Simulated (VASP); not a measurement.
# BN (P6_3mc) in VASP: settings compared, part 2 of 2

VASP 6.6.1.

## 3. Single point, PBE

File INCAR:

```
SYSTEM = BN
  ALGO = Normal
  EDIFF = 1E-6
  ENCUT = 600
  GGA = PE
  GGA_COMPAT = .FALSE.
  ISIF = 2
  ISMEAR = 1
  LASPH = .TRUE.
  LCHARG = .FALSE.
  LREAL = .FALSE.
  LWAVE = .FALSE.
  NBANDS = 16
  NELM = 120
  PREC = Accurate
  SIGMA = 0.02
```

File KPOINTS:

```
k-points
0
G
  12 12 6
  0 0 0
```

File POSCAR:

```
BN
1.0
    2.5410113134      0.0000000000      0.0000000000
   -1.2705056567      2.2005803487      0.0000000000
    0.0000000000      0.0000000000      4.2032955044
B N
2 2
Direct
    0.6666666667      0.3333333333      0.9997329960
    0.3333333333      0.6666666667      0.4997329960
    0.6666666667      0.3333333333      0.6252670040
    0.3333333333      0.6666666667      0.1252670040
```

Potentials or basis: VASP PAW PBE potentials, release 64 (B, N).

Command:

```sh
$ cat potpaw_PBE.64/B/POTCAR potpaw_PBE.64/N/POTCAR > POTCAR
$ mpirun -np 1 vasp_std > vasp.out
```

OUTCAR:

```text
SYSTEM = BN
   EDIFF = 1E-6
   ENCUT = 600
   GGA = PE
   ISIF = 2
   ISMEAR = 1
   LASPH = .TRUE.
   LREAL = .FALSE.
   NELM = 120
   PREC = Accurate

 ion  position               nearest neighbor table
   1  0.667  0.333  1.000-   4 1.56   4 1.56   4 1.56   3 1.57
   2  0.333  0.667  0.500-   3 1.56   3 1.56   3 1.56   4 1.57
   3  0.667  0.333  0.625-   2 1.56   2 1.56   2 1.56   1 1.57
   4  0.333  0.667  0.125-   1 1.56   1 1.56   1 1.56   2 1.57

  LATTYP: Found a hexagonal cell.
 ALAT       =     2.5410113134
 C/A-ratio  =     1.6541821291

  Lattice vectors:

 A1 = (   2.5410113134,   0.0000000000,   0.0000000000)
 A2 = (  -1.2705056567,   2.2005803487,   0.0000000000)
 A3 = (   0.0000000000,   0.0000000000,   4.2032955044)

Analysis of symmetry for initial positions (statically):
=====================================================================
 Subroutine PRICEL returns:
 Original cell was already a primitive cell.

 Routine SETGRP: Setting up the symmetry group for a
 hexagonal supercell.

 Subroutine GETGRP returns: Found 12 space group operations
 (whereof  6 operations were pure point group operations)
 out of a pool of 24 trial point group operations.

The static configuration has the point symmetry C_3v.
 The point group associated with its full space group is C_6v.

Analysis of symmetry for dynamics (positions and initial velocities):
=====================================================================
 Subroutine PRICEL returns:
 Original cell was already a primitive cell.

 Routine SETGRP: Setting up the symmetry group for a
 hexagonal supercell.

 Subroutine GETGRP returns: Found 12 space group operations
 (whereof  6 operations were pure point group operations)
 out of a pool of 24 trial point group operations.

[... 117 lines left out ...]
   NUPDOWN=      -1.0000    fix difference up-down
   EMIN   =  10.00;   EMAX   =-10.00  energy-range for DOS
   EFERMI =   0.00;   METHOD = LEGACY
   ISMEAR =     1;   SIGMA  =   0.02  broadening in eV -4-tet -1-fermi 0-gaus
   EFERMI_NEDOS =   21; number of points for ismear=-14 and -15
   IALGO  =     38    algorithm
   IMIX   =      4    mixing-type and parameters
     AMIX     =   0.40;   BMIX     =  1.00
     AMIX_MAG =   1.60;   BMIX_MAG =  1.00
  volume/ion in A,a.u.               =       5.88        39.65
  Fermi-wavevector in a.u.,A,eV,Ry     =   1.440136  2.721463 28.218379  2.073992
  Thomas-Fermi vector in A             =   2.558914
   LORBIT       =      0    0 simple, 1 ext, 2 COOP (PROOUT), +10 PAW based schemes
   GGA     = PE    functional components
   LHFCALC =     F    Hartree Fock is set to
   AEXX    =    0.0000 exact exchange contribution
   IVDW    =     0    specifies the selected vdW correction
   LEPSILON=     F    determine dielectric tensor
   LRPA    =     F    only Hartree local field effects (RPA)
 non-spin polarized calculation
 Methfessel and Paxton  Order N= 1 SIGMA  =   0.02
  energy-cutoff  :      600.00
  volume of cell :       23.50
 maximum number of plane-waves:       801
   NGX = 11   NGY = 11   NGZ = 17

 number of electron      16.0000003 magnetization

 Free energy of the ion-electron system (eV)
  ---------------------------------------------------
  ext. energy  EPLUGINS =         0.00000000
  ---------------------------------------------------
  free energy    TOTEN  =       -34.83192215 eV

  energy without entropy =      -34.83192215  energy(sigma->0) =      -34.83192215

 E-fermi :   7.7631     XC(G=0): -12.8388

 val. band max:        7.6277574498   @ k =   0.0000   0.0000   0.0000
 cond. band min:      12.8029134900   @ k =   0.3333   0.3333   0.0000
 fundamental gap:      5.1751560402
 Fermi energy:         7.7631087012

 k-point     1 :       0.0000    0.0000    0.0000
  band No.  band energies     occupation
      1     -12.8427      2.00000
      2      -8.6649      2.00000
      3      -3.3464      2.00000
      4       5.4913      2.00000
      5       5.4913      2.00000
      6       7.3498      2.00000
[... 433 lines left out ...]
      3      -1.2309      2.00000
      4       0.2226      2.00000
      5       1.6317      2.00000
      6       3.3078      2.00000
[... 8 lines left out ...]
     15      23.7185      0.00000
     16      24.0062      0.00000

 [... further k-points ...]
[... 5 lines left out ...]
  --------------------------------------------------------------------------------------
  -------------------------------------------------------------------------------------
  Total        0.8884520      0.8884520      0.8592468     -0.0000000      0.0000000      0.0000000
  in kB       60.5634796     60.5634796     58.5726346     -0.0000000      0.0000000      0.0000000
  external PRESSURE =      59.8998646 kB  Pullay stress =       0.0000000 kB

 VOLUME and BASIS-vectors are now :
 -----------------------------------------------------------------------------
  energy-cutoff  :      600.00
  volume of cell :       23.50
      direct lattice vectors                 reciprocal lattice vectors
     2.541011313  0.000000000  0.000000000     0.393544096  0.227212790  0.000000000
    -1.270505657  2.200580349  0.000000000     0.000000000  0.454425579  0.000000000
     0.000000000  0.000000000  4.203295504     0.000000000  0.000000000  0.237908565

 POSITION                                       TOTAL-FORCE (eV/Angst)
 -----------------------------------------------------------------------------------
      1.27051      0.73353      4.20217        -0.000000      0.000000      0.001039
     -0.00000      1.46705      2.10053         0.000000     -0.000000      0.001039
      1.27051      0.73353      2.62818        -0.000000      0.000000     -0.001039
     -0.00000      1.46705      0.52653         0.000000      0.000000     -0.001039
 -----------------------------------------------------------------------------------
    total drift:                                0.000000      0.000000      0.000420

  FREE ENERGIE OF THE ION-ELECTRON SYSTEM (eV)
  ---------------------------------------------------
  free  energy   TOTEN  =       -34.8319221539 eV

  energy  without entropy=      -34.8319221539  energy(sigma->0) =      -34.83192215
```

OSZICAR:

```text
N       E                     dE             d eps       ncg     rms          rms(c)
DAV:   1     0.504731692275E+02    0.50473E+02   -0.91824E+03  2432   0.110E+03
DAV:   2    -0.339115278262E+02   -0.84385E+02   -0.78421E+02  3456   0.266E+02
DAV:   3    -0.367862905814E+02   -0.28748E+01   -0.28650E+01  2968   0.453E+01
DAV:   4    -0.367942225309E+02   -0.79319E-02   -0.79314E-02  2832   0.261E+00
DAV:   5    -0.367942430854E+02   -0.20554E-04   -0.20554E-04  2800   0.126E-01    0.951E+00
DAV:   6    -0.349998665143E+02    0.17944E+01   -0.22376E+00  3136   0.144E+01    0.450E+00
DAV:   7    -0.348606614520E+02    0.13921E+00   -0.33557E-01  3136   0.475E+00    0.274E+00
DAV:   8    -0.348328723711E+02    0.27789E-01   -0.53270E-02  2816   0.190E+00    0.260E-01
DAV:   9    -0.348316356766E+02    0.12367E-02   -0.19848E-03  2832   0.583E-01    0.137E-01
DAV:  10    -0.348319157503E+02   -0.28007E-03   -0.50478E-04  2880   0.181E-01    0.259E-02
DAV:  11    -0.348319211698E+02   -0.54195E-05   -0.33001E-05  3024   0.582E-02    0.148E-02
DAV:  12    -0.348319221539E+02   -0.98411E-06   -0.58121E-06  2928   0.248E-02
   1 F= -.34831922E+02 E0= -.34831922E+02  d E =0.152174E-22
```

stdout:

```text
POSCAR found type information on POSCAR B N
 POSCAR found :  2 types and       4 ions
 scaLAPACK will be used
 LDA part: xc-table for (Slater+PW92), standard interpolation
 POSCAR, INCAR and KPOINTS ok, starting setup
 FFT: planning ... GRIDC
 FFT: planning ... GRID_SOFT
 FFT: planning ... GRID
 WAVECAR not read
 entering main loop
```

Run time: 22 s. Hardware: 1 thread of Intel Xeon Platinum 8375C at 2.90GHz (Ice Lake), shared host; peak memory 0.15 GiB.

What came out:

| Property | Result |
| --- | --- |
| Free energy | -34.8319 eV |
| Pressure | 6.0 GPa |
| Band gap on the k mesh | 5.18 eV, indirect (least direct gap 8.31 eV) |
